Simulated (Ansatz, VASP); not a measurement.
## BP in VASP and in Ansatz

```
B P
1.0
     0.00000    2.09883    2.26900
     2.09883    0.00000    2.26900
     2.09883    2.09883    0.00000
B P
1 1
Cartesian
  0.0000 0.0000 0.0000
  3.1482 3.1482 3.4035
```

Change from the starting cell: strain -0.0750 x Voigt [1, 1, 0, 0, 0, 0], atoms carried along.

Alike in both runs: task single point; functional PBE; k mesh 10 × 10 × 10; occupations gaussian, width 0.05 eV; no spin polarisation.

|  | VASP | Ansatz |
| --- | --- | --- |
| version | VASP 6.6.1 | Ansatz 0.2.0 |
| potentials or method | VASP PAW PBE potentials, release 64 (B, P), cutoff 520 eV | scalar-relativistic, plane waves, PAW |
| valence electrons in the cell | 8 | 8 |

Ansatz gave:

```
gap on the k mesh at the Fermi level (eV)                     : 0.40
least direct gap on the mesh (eV)                             : 3.30
pressure (GPa)                                                : 35.5
traceless stress, the component that is largest in VASP (GPa) : -17.31
```

Estimate VASP's values.

gap on the k mesh at the Fermi level (eV): 0.40; least direct gap on the mesh (eV): 3.29; pressure (GPa): 35.1; traceless stress, the component that is largest in VASP (GPa): -17.35.

Both programs put the cell under a high pressure, so it lies far from rest at this level.
